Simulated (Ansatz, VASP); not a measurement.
PbS: VASP beside Ansatz

The input POSCAR:

```
PbS
1.0
    2.0134000000      1.1624370320      3.0367666667
   -2.0134000000      1.1624370320      3.0367666667
    0.0000000000     -2.3248740640      3.0367666667
Pb S
1 1
Direct
    0.9781509158      0.9781509158      0.9781509158
    0.4774504142      0.4774504142      0.4774504142
```

INCAR.step1

```
SYSTEM = PbS
ALGO     = Normal         ! electronic algorithm
EDIFF    = 1E-4           ! SCF threshold, eV
ENCUT    = 520            ! plane-wave cutoff, eV
GGA      = PE             ! functional
ISMEAR   = 0              ! smearing method
LASPH    = .TRUE.         ! aspherical terms in the spheres
LCHARG   = .FALSE.        ! write CHGCAR
LREAL    = .FALSE.        ! projectors in reciprocal space
LWAVE    = .TRUE.         ! write WAVECAR
NBANDS   = 17             ! bands
NELM     = 100            ! most SCF steps
PREC     = Accurate       ! precision mode
SIGMA    = 0.05           ! smearing width, eV
```

The input INCAR.step2:

```
SYSTEM = PbS
ALGO     = Normal         ! electronic algorithm
EDIFF    = 1E-6           ! SCF threshold, eV
ENCUT    = 520            ! plane-wave cutoff, eV
ISIF     = 2              ! what is computed and relaxed
ISMEAR   = 0              ! smearing method
ISTART   = 1            
LASPH    = .TRUE.         ! aspherical terms in the spheres
LCHARG   = .TRUE.         ! write CHGCAR
LELF     = .TRUE.         ! ELF
LMIXTAU  = .TRUE.       
LREAL    = .FALSE.        ! projectors in reciprocal space
LVHAR    = .TRUE.       
LWAVE    = .FALSE.        ! write WAVECAR
METAGGA  = R2SCAN         ! meta-GGA
NBANDS   = 17             ! bands
NELM     = 100            ! most SCF steps
PREC     = Accurate       ! precision mode
SIGMA    = 0.05           ! smearing width, eV
```

File KPOINTS:

```
k-points
0
G
  9 9 9
  0 0 0
```

Input for Ansatz:

```yaml
crystal:
  lattice:
    - [2.0134, 1.162437032, 3.0367666667]
    - [-2.0134, 1.162437032, 3.0367666667]
    - [0.0, -2.324874064, 3.0367666667]
  atoms:
    - { symbol: Pb, position: [0.9781509158, 0.9781509158, 0.9781509158] }
    - { symbol: S, position: [0.4774504142, 0.4774504142, 0.4774504142] }
basis:
  ecutwfc: 500
kpoints:
  mp_grid: { grid: [9, 9, 9] }
hamiltonian:
  xc: r2scan
scf:
  occupations: { method: gaussian, width: 0.05 }
output:
  forces: true
  stress: true
  eigenvalues: true
  write_density: true
  write_potential: true
  elf: true
  volumetric_format: npy
```

Alike in both runs: task single point; functional r2SCAN; k mesh 9 × 9 × 9; occupations gaussian, width 0.05 eV; no spin polarisation.

```csv
,VASP,Ansatz
version,VASP 6.6.1,Ansatz 0.2.0
potentials or method,"VASP PAW PBE potentials, release 64 (Pb_d, S), cutoff 520 eV","scalar-relativistic, plane waves, PAW"
valence electrons in the cell,20,20
```

VASP gave:

| Quantity | Value |
| --- | --- |
| pressure (GPa) | 20.2 |
| traceless stress, the component that is largest in VASP (GPa) | 1.00 |
| rms of the force components (eV/Å) | 0.012 |

**Question.** What did Ansatz give for the same quantities?

**Answer.** Pressure (GPa): 20.2; traceless stress, the component that is largest in VASP (GPa): 1.00; rms of the force components (eV/Å): 0.011.

VASP's potentials were made for PBE, not for r2SCAN. Atom by atom the forces differ by 0.000 eV/Å (rms over components). With one functional, cell and mesh, what is left measures potentials, basis and numerics.

Spin-orbit coupling is off throughout.
